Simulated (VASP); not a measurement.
Write the native input for VASP 6.6.1 that does the following.

```yaml
Task: single point
Functional: LDA
Potentials_or_basis: VASP PAW LDA potentials, release 64 (Cu, Sn_d, Pd)
Cutoff: 520 eV
k_mesh: 6 × 6 × 4
Occupations: fermi-dirac, width 0.1 eV
Spin: no spin polarisation
Dipole_correction: no
Further_INCAR_settings: ALGO = Normal; EDIFF = 1e-06; NBANDS = 38
```

The structure of Cu2Sn2Pd lies in POSCAR:

```
Cu2Sn2Pd
1.0
    4.5236153525      0.0000000000      0.0000000000
   -2.2618071640      3.9175660849      0.0000000000
    0.0000000000      0.0000000000      5.6565769537
Cu Sn Pd
2 2 1
Direct
    0.3333333333      0.6666666667      0.7023370000
    0.6666666667      0.3333333333      0.2976630000
    0.3333333333      0.6666666667      0.2042310000
    0.6666666667      0.3333333333      0.7957690000
    0.0000000000      0.0000000000      0.5000000000
```

One way to write it, as run:

INCAR

```
PREC = Accurate ; ENCUT = 520
EDIFF = 1E-6 ; ISMEAR = -1
SIGMA = 0.1 ; LREAL = F
LASPH = T ; NELM = 60
ALGO = Normal ; ISIF = 2
LWAVE = F ; LCHARG = F
GGA = CA ; NBANDS = 38
```

KPOINTS

```
Automatic mesh
0
Gamma
  6 6 4
```

Potentials or basis: VASP PAW LDA potentials, release 64 (Cu, Sn_d, Pd).

The run is started by

```console
$ cat potpaw_LDA.64/Cu/POTCAR potpaw_LDA.64/Sn_d/POTCAR potpaw_LDA.64/Pd/POTCAR > POTCAR
$ mpirun -np 1 vasp_std > vasp.out
```

Results of the run:

```yaml
Pressure: -12.4 GPa
Largest_force: 0.411 eV/Å
Band_gap_on_the_k_mesh: zero (band 30 reaches 8.31 eV, above the bottom of band 31 at 5.44 eV)
```

Caveat: spin-orbit coupling is left out, which moves the levels of the heavy elements.

Wall time 37 s on 1 thread of Intel(R) Xeon(R) 6975P-C (Granite Rapids) (shared host), peak memory 0.24 GiB.
